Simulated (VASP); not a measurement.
# Cu6H in VASP: further runs, part 2 of 3

VASP 6.6.1. Earlier steps stand in the parts before.

## Step 4: Single point, PBE

INCAR reads:

```
PREC     = Accurate       # precision mode
ENCUT    = 520            # plane-wave cutoff, eV
EDIFF    = 1E-7           # SCF threshold, eV
ISMEAR   = 0              # smearing method
SIGMA    = 0.1            # smearing width, eV
LREAL    = F              # projectors in reciprocal space
LASPH    = T              # aspherical terms in the spheres
NELM     = 100            # most SCF steps
ALGO     = Normal         # electronic algorithm
ISIF     = 2              # what is computed and relaxed
LWAVE    = F              # write WAVECAR
LCHARG   = F              # write CHGCAR
LDIPOL   = T            
IDIPOL   = 3            
DIPOL    = 0.5 0.5 0.303
GGA      = PE             # functional
NBANDS   = 80             # bands
```

KPOINTS reads:

```
Automatic mesh
0
Gamma
  5 5 1
```

POSCAR reads:

```
Cu6H
1.0
    5.1332392722      0.0000000000      0.0000000000
    0.0000000000      5.1332392722      0.0000000000
    0.0000000000      0.0000000000     21.5289058579
Cu H
12 2
Direct
    0.2500000000      0.2500000000      0.1857967157
    0.2500000000      0.7500000000      0.1857967157
    0.7500000000      0.2500000000      0.1857967157
    0.7500000000      0.7500000000      0.1857967157
    0.0000000000      0.0000000000      0.2677566944
    0.0000000000      0.5000000000      0.2677566944
    0.5000000000      0.0000000000      0.2677566944
    0.5000000000      0.5000000000      0.2677566944
    0.2500000000      0.2500000000      0.3497114952
    0.2500000000      0.7500000000      0.3497114952
    0.7500000000      0.2500000000      0.3497114952
    0.7500000000      0.7500000000      0.3497114952
    0.1866871516      1.0000000000      0.5169285393
    0.3133128484      1.0000000000      0.5169285393
```

Potentials or basis: VASP PAW PBE potentials, release 64 (Cu, H).

Command:

```console
> cat potpaw_PBE.64/Cu/POTCAR potpaw_PBE.64/H/POTCAR > POTCAR
> mpirun -np 1 vasp_std > vasp.out
```

OUTCAR:

```text
PREC = Accurate
   ENCUT = 520
   EDIFF = 1E-7
   ISMEAR = 0
   LREAL = F
   LASPH = T
   NELM = 100
   ISIF = 2
   GGA = PE

 ion  position               nearest neighbor table
   1  0.250  0.250  0.186-   5 2.53   6 2.53   7 2.53   8 2.53   2 2.57   3 2.57   2 2.57   3 2.57

   2  0.250  0.750  0.186-   5 2.53   6 2.53   7 2.53   8 2.53   1 2.57   4 2.57   1 2.57   4 2.57

   3  0.750  0.250  0.186-   5 2.53   6 2.53   7 2.53   8 2.53   1 2.57   4 2.57   4 2.57   1 2.57
[... 15 lines left out ...]
  11  0.750  0.250  0.350-   5 2.53   6 2.53   7 2.53   8 2.53   9 2.57  12 2.57  12 2.57   9 2.57

  12  0.750  0.750  0.350-   5 2.53   6 2.53   7 2.53   8 2.53  10 2.57  11 2.57  11 2.57  10 2.57

  13  0.187  0.000  0.517-  14 0.65
  14  0.313  0.000  0.517-  13 0.65

  LATTYP: Found a simple tetragonal cell.
 ALAT       =     5.1332392722
 C/A-ratio  =     4.1940195491

  Lattice vectors:
[... 941 lines left out ...]

 vacuum level on the upper side and lower side of the slab       (xc-potential included)        -0.063         0.007

  FORCE on cell =-STRESS in cart. coord.  units (eV):
  Direction    XX          YY          ZZ          XY          YZ          ZX
  --------------------------------------------------------------------------------------
  -------------------------------------------------------------------------------------
  Total       -1.3171119     -4.4951067      0.3992088      0.0000000      0.0000000      0.0000000
  in kB       -3.7198745    -12.6953773      1.1274718      0.0000000      0.0000000      0.0000000
  external PRESSURE =      -5.0959267 kB  Pullay stress =       0.0000000 kB

 VOLUME and BASIS-vectors are now :
 -----------------------------------------------------------------------------
  energy-cutoff  :      520.00
  volume of cell :      567.29
      direct lattice vectors                 reciprocal lattice vectors
     5.133239272  0.000000000  0.000000000     0.194808764  0.000000000  0.000000000
     0.000000000  5.133239272  0.000000000     0.000000000  0.194808764  0.000000000
     0.000000000  0.000000000 21.528905858     0.000000000  0.000000000  0.046449179

 POSITION                                       TOTAL-FORCE (eV/Angst)
 -----------------------------------------------------------------------------------
      1.28331      1.28331      4.00000         0.000000      0.000074     -0.034221
      1.28331      3.84993      4.00000         0.000000     -0.000074     -0.034221
      3.84993      1.28331      4.00000         0.000000      0.000065     -0.033677
      3.84993      3.84993      4.00000         0.000000     -0.000065     -0.033677
      0.00000      0.00000      5.76451         0.001105      0.000000      0.000934
      0.00000      2.56662      5.76451         0.000721      0.000000      0.000679
      2.56662      0.00000      5.76451        -0.001105      0.000000      0.000934
      2.56662      2.56662      5.76451        -0.000721      0.000000      0.000679
      1.28331      1.28331      7.52891        -0.000000      0.001365      0.030874
      1.28331      3.84993      7.52891        -0.000000     -0.001365      0.030874
      3.84993      1.28331      7.52891         0.000000      0.000579      0.028225
      3.84993      3.84993      7.52891         0.000000     -0.000579      0.028225
      0.95831      0.00000     11.12891        -4.885349      0.000000      0.007186
      1.60831      0.00000     11.12891         4.885349      0.000000      0.007186
 -----------------------------------------------------------------------------------
    total drift:                               -0.000000      0.000000      0.001214

  FREE ENERGIE OF THE ION-ELECTRON SYSTEM (eV)
  ---------------------------------------------------
  free  energy   TOTEN  =       -46.5463664009 eV

  energy  without entropy=      -46.5279069731  energy(sigma->0) =      -46.53713669

 vacuum level on the upper side and lower side of the slab         3.090         3.140
```

stdout:

```text
POSCAR found type information on POSCAR CuH
 POSCAR found :  2 types and      14 ions
 scaLAPACK will be used
 LDA part: xc-table for (Slater+PW92), standard interpolation
 POSCAR, INCAR and KPOINTS ok, starting setup
 FFT: planning ... GRIDC
 FFT: planning ... GRID_SOFT
 FFT: planning ... GRID
 WAVECAR not read
 entering main loop
```

Run time: 20 min. Hardware: 1 thread of Intel Xeon Platinum 8488C (Sapphire Rapids), shared host; peak memory 0.71 GiB.

What came out:

| Quantity | Value |
| --- | --- |
| Free energy | -46.5464 eV |
| Largest force | 4.885 eV/Å |
| Band gap on the k mesh | zero (bands 67 and 68 overlap by 1.15 eV) |

Forces on the atoms (eV/Å):
```
Cu   0.000  0.000 -0.034
Cu   0.000  0.000 -0.034
Cu   0.000  0.000 -0.034
Cu   0.000  0.000 -0.034
Cu   0.001  0.000  0.001
Cu   0.001  0.000  0.001
Cu  -0.001  0.000  0.001
Cu  -0.001  0.000  0.001
Cu   0.000  0.001  0.031
Cu   0.000 -0.001  0.031
Cu   0.000  0.001  0.028
Cu   0.000 -0.001  0.028
H   -4.885  0.000  0.007
H    4.885  0.000  0.007
```

## Step 5: Single point, PBE

INCAR reads:

```
  PREC = Accurate
  ENCUT = 520
  EDIFF = 1E-7
  ISMEAR = 0
  SIGMA = 0.1
  LREAL = F
  LASPH = T
  NELM = 80
  ALGO = Normal
  ISIF = 2
  LWAVE = F
  LCHARG = F
  LDIPOL = T
  IDIPOL = 3
  DIPOL = 0.5 0.5 0.282
  GGA = PE
  NBANDS = 80
```

KPOINTS reads:

```
regular mesh
0
Gamma
  5 5 1
```

POSCAR: that of step 4 with these lines changed.

```diff
@@ -20,3 +20,3 @@
     0.7500000000      0.7500000000      0.3497114952
-    0.1866871516      1.0000000000      0.5169285393
-    0.3133128484      1.0000000000      0.5169285393
+    0.1604853728      1.0000000000      0.3706136257
+    0.3395146272      1.0000000000      0.3706136257
```

Potentials or basis: VASP PAW PBE potentials, release 64 (Cu, H).

Command:

```console
> cat potpaw_PBE.64/Cu/POTCAR potpaw_PBE.64/H/POTCAR > POTCAR
> mpirun -np 1 vasp_std > vasp.out
```

OUTCAR:

```text
PREC = Accurate
   ENCUT = 520
   EDIFF = 1E-7
   ISMEAR = 0
   LREAL = F
   LASPH = T
   NELM = 80
   ISIF = 2
   GGA = PE

 ion  position               nearest neighbor table
   1  0.250  0.250  0.186-   5 2.53   6 2.53   7 2.53   8 2.53   2 2.57   3 2.57   2 2.57   3 2.57

   2  0.250  0.750  0.186-   5 2.53   6 2.53   7 2.53   8 2.53   1 2.57   4 2.57   1 2.57   4 2.57

   3  0.750  0.250  0.186-   5 2.53   6 2.53   7 2.53   8 2.53   1 2.57   4 2.57   4 2.57   1 2.57
[... 4 lines left out ...]
                             6 2.57   7 2.57   6 2.57   7 2.57
   6  0.000  0.500  0.268-   9 2.53  10 2.53  11 2.53  12 2.53   1 2.53   2 2.53   3 2.53   4 2.53
                             5 2.57   8 2.57   5 2.57   8 2.57
   7  0.500  0.000  0.268-   9 2.53  10 2.53  11 2.53  12 2.53   1 2.53   2 2.53   3 2.53   4 2.53
                             5 2.57   8 2.57   8 2.57   5 2.57
   8  0.500  0.500  0.268-   9 2.53  10 2.53  11 2.53  12 2.53   1 2.53   2 2.53   3 2.53   4 2.53
                             6 2.57   7 2.57   7 2.57   6 2.57
   9  0.250  0.250  0.350-  13 1.44  14 1.44   7 2.53   8 2.53   5 2.53   6 2.53  10 2.57  11 2.57
                            10 2.57  11 2.57
  10  0.250  0.750  0.350-  13 1.44  14 1.44   7 2.53   8 2.53   5 2.53   6 2.53   9 2.57  12 2.57
                             9 2.57  12 2.57
  11  0.750  0.250  0.350-   5 2.53   6 2.53   7 2.53   8 2.53   9 2.57  12 2.57  12 2.57   9 2.57

  12  0.750  0.750  0.350-   5 2.53   6 2.53   7 2.53   8 2.53  10 2.57  11 2.57  11 2.57  10 2.57

  13  0.160  0.000  0.371-   9 1.44  10 1.44
  14  0.340  0.000  0.371-   9 1.44  10 1.44

  LATTYP: Found a simple tetragonal cell.
 ALAT       =     5.1332392722
 C/A-ratio  =     4.1940195491

  Lattice vectors:

 A1 = (   5.1332392722,   0.0000000000,   0.0000000000)
 A2 = (   0.0000000000,   5.1332392722,   0.0000000000)
 A3 = (   0.0000000000,   0.0000000000,  21.5289058579)

Analysis of symmetry for initial positions (statically):
=====================================================================
 Subroutine PRICEL returns:
 Original cell was already a primitive cell.

 Routine SETGRP: Setting up the symmetry group for a
 simple tetragonal supercell.

 Subroutine GETGRP returns: Found  4 space group operations
 (whereof  2 operations were pure point group operations)
 out of a pool of 16 trial point group operations.

The static configuration has the point symmetry C_1h.
 The point group associated with its full space group is C_2v.

Analysis of symmetry for dynamics (positions and initial velocities):
=====================================================================
 Subroutine PRICEL returns:
 Original cell was already a primitive cell.

 Routine SETGRP: Setting up the symmetry group for a
 simple tetragonal supercell.

 Subroutine GETGRP returns: Found  4 space group operations
 (whereof  2 operations were pure point group operations)
 out of a pool of 16 trial point group operations.

The dynamic configuration has the point symmetry C_1h.
 The point group associated with its full space group is C_2v.

 Subroutine INISYM returns: Found  4 space group operations
 (whereof  2 operations are pure point group operations),
 and found     1 'primitive' translations

----------------------------------------------------------------------------------------

                                     Primitive cell

[... 94 lines left out ...]
   LSORBIT =      F    spin-orbit coupling
   LASPH  =      T    aspherical Exc in radial PAW
   ENCUT  =  520.0 eV  38.22 Ry    6.18 a.u.   9.54  9.54 40.03*2*pi/ulx,y,z
   NELM   =     80;   NELMIN=  2; NELMDL= -5     # of ELM steps
   EDIFF  = 0.1E-06   stopping-criterion for ELM
   LREAL  =      F    real-space projection
   EDIFFG = 0.1E-05   stopping-criterion for IOM
   NSW    =      0    number of steps for IOM
   IBRION =     -1    ionic relax: 0-MD 1-quasi-New 2-CG
   NFREE  =      0    steps in history (QN), initial steepest desc. (CG)
   ISIF   =      2    stress and relaxation
   ISYM   =      2    0-nonsym 1-usesym 2-fastsym
   POTIM  = 0.5000    time-step for ionic-motion
   TEBEG  =    0.0;   TEEND  =   0.0 temperature during run
   PSTRESS=    0.0 pullay stress
   NELECT =     134.0000    total number of electrons
   NUPDOWN=      -1.0000    fix difference up-down
   EMIN   =  10.00;   EMAX   =-10.00  energy-range for DOS
   EFERMI =   0.00;   METHOD = LEGACY
   ISMEAR =     0;   SIGMA  =   0.10  broadening in eV -4-tet -1-fermi 0-gaus
   EFERMI_NEDOS =   21; number of points for ismear=-14 and -15
   IALGO  =     38    algorithm
   IMIX   =      4    mixing-type and parameters
     AMIX     =   0.40;   BMIX     =  1.00
     AMIX_MAG =   1.60;   BMIX_MAG =  1.00
  volume/ion in A,a.u.               =      40.52       273.45
  Fermi-wavevector in a.u.,A,eV,Ry     =   1.011987  1.912377 13.933957  1.024117
  Thomas-Fermi vector in A             =   2.145069
   LORBIT       =      0    0 simple, 1 ext, 2 COOP (PROOUT), +10 PAW based schemes
   GGA     = PE    functional components
   LHFCALC =     F    Hartree Fock is set to
   AEXX    =    0.0000 exact exchange contribution
   IVDW    =     0    specifies the selected vdW correction
   LEPSILON=     F    determine dielectric tensor
   LRPA    =     F    only Hartree local field effects (RPA)
 non-spin polarized calculation
 Gauss-broadening in eV      SIGMA  =   0.10
  energy-cutoff  :      520.00
  volume of cell :      567.29
 maximum number of plane-waves:     15381
 NGX is ok and might be reduce to    40
   NGX = 19   NGY = 19   NGZ = 81

 dipolmoment           0.000000      0.000000      0.004306 electrons x Angstroem

 number of electron     133.9999771 magnetization

 dipolmoment           0.000000      0.000000     -0.034080 electrons x Angstroem

 Free energy of the ion-electron system (eV)
  ---------------------------------------------------
  ext. energy  EPLUGINS =         0.00000000
  ---------------------------------------------------
  free energy    TOTEN  =       -44.65951108 eV

  energy without entropy =      -44.64547695  energy(sigma->0) =      -44.65249401

 E-fermi :  -1.1942     XC(G=0):  -4.1169

 val. band max:       -1.3239101872   @ k =   0.0000   0.0000   0.0000
 cond. band min:      -1.1866253617   @ k =   0.0000   0.4000   0.0000
 fundamental gap:      0.1372848255
 Fermi energy:        -1.1941736162

 k-point     1 :       0.0000    0.0000    0.0000
  band No.  band energies     occupation
      1     -13.5424      2.00000
      2      -9.4309      2.00000
      3      -6.9902      2.00000
      4      -6.9305      2.00000
      5      -6.4478      2.00000
      6      -6.3037      2.00000
[... 727 lines left out ...]
     78       4.4187      0.00000
     79       4.5299      0.00000
 [bands above 79 left out]

------------------------ aborting loop because EDIFF is reached ----------------------------------------

 vacuum level on the upper side and lower side of the slab       (xc-potential included)        -0.157         0.082

  FORCE on cell =-STRESS in cart. coord.  units (eV):
  Direction    XX          YY          ZZ          XY          YZ          ZX
  --------------------------------------------------------------------------------------
  -------------------------------------------------------------------------------------
  Total        1.5280819      7.9740863      4.1801978      0.0000000      0.0000000      0.0000000
  in kB        4.3157099     22.5209413     11.8059908      0.0000000      0.0000000      0.0000000
  external PRESSURE =      12.8808807 kB  Pullay stress =       0.0000000 kB

 VOLUME and BASIS-vectors are now :
 -----------------------------------------------------------------------------
  energy-cutoff  :      520.00
  volume of cell :      567.29
      direct lattice vectors                 reciprocal lattice vectors
     5.133239272  0.000000000  0.000000000     0.194808764  0.000000000  0.000000000
     0.000000000  5.133239272  0.000000000     0.000000000  0.194808764  0.000000000
     0.000000000  0.000000000 21.528905858     0.000000000  0.000000000  0.046449179

 POSITION                                       TOTAL-FORCE (eV/Angst)
 -----------------------------------------------------------------------------------
      1.28331      1.28331      4.00000         0.000000     -0.027016      0.010237
      1.28331      3.84993      4.00000         0.000000      0.027016      0.010237
      3.84993      1.28331      4.00000         0.000000      0.006109     -0.042864
      3.84993      3.84993      4.00000         0.000000     -0.006109     -0.042864
      0.00000      0.00000      5.76451        -0.312893      0.000000     -0.581303
      0.00000      2.56662      5.76451         0.105632      0.000000     -0.058707
      2.56662      0.00000      5.76451         0.312893      0.000000     -0.581303
      2.56662      2.56662      5.76451        -0.105632      0.000000     -0.058707
      1.28331      1.28331      7.52891         0.000000      4.614757     -1.345161
      1.28331      3.84993      7.52891         0.000000     -4.614757     -1.345161
      3.84993      1.28331      7.52891         0.000000      0.237155      0.000329
      3.84993      3.84993      7.52891         0.000000     -0.237155      0.000329
      0.82381      0.00000      7.97891        -3.397807      0.000000      2.017468
      1.74281      0.00000      7.97891         3.397807      0.000000      2.017468
 -----------------------------------------------------------------------------------
    total drift:                               -0.000000      0.000000     -0.002869

  FREE ENERGIE OF THE ION-ELECTRON SYSTEM (eV)
  ---------------------------------------------------
  free  energy   TOTEN  =       -44.6595110768 eV

  energy  without entropy=      -44.6454769529  energy(sigma->0) =      -44.65249401

 vacuum level on the upper side and lower side of the slab         3.002         3.239
```

It took 17 min on 1 thread of Intel Xeon Platinum 8488C (Sapphire Rapids), shared host; peak memory 0.72 GiB.

Results:

| Item | Value |
| --- | --- |
| Free energy | -44.6595 eV |
| Largest force | 4.807 eV/Å |
| Band gap on the k mesh | zero (bands 67 and 68 overlap by 0.40 eV) |

Forces in eV/Å, atoms in the order of the input:
```
Cu   0.000 -0.027  0.010
Cu   0.000  0.027  0.010
Cu   0.000  0.006 -0.043
Cu   0.000 -0.006 -0.043
Cu  -0.313  0.000 -0.581
Cu   0.106  0.000 -0.059
Cu   0.313  0.000 -0.581
Cu  -0.106  0.000 -0.059
Cu   0.000  4.615 -1.345
Cu   0.000 -4.615 -1.345
Cu   0.000  0.237  0.000
Cu   0.000 -0.237  0.000
H   -3.398  0.000  2.017
H    3.398  0.000  2.017
```

(Continued in part 3 of 3.)

The gap in the log of VASP goes by the Fermi energy; the results here count the filled bands.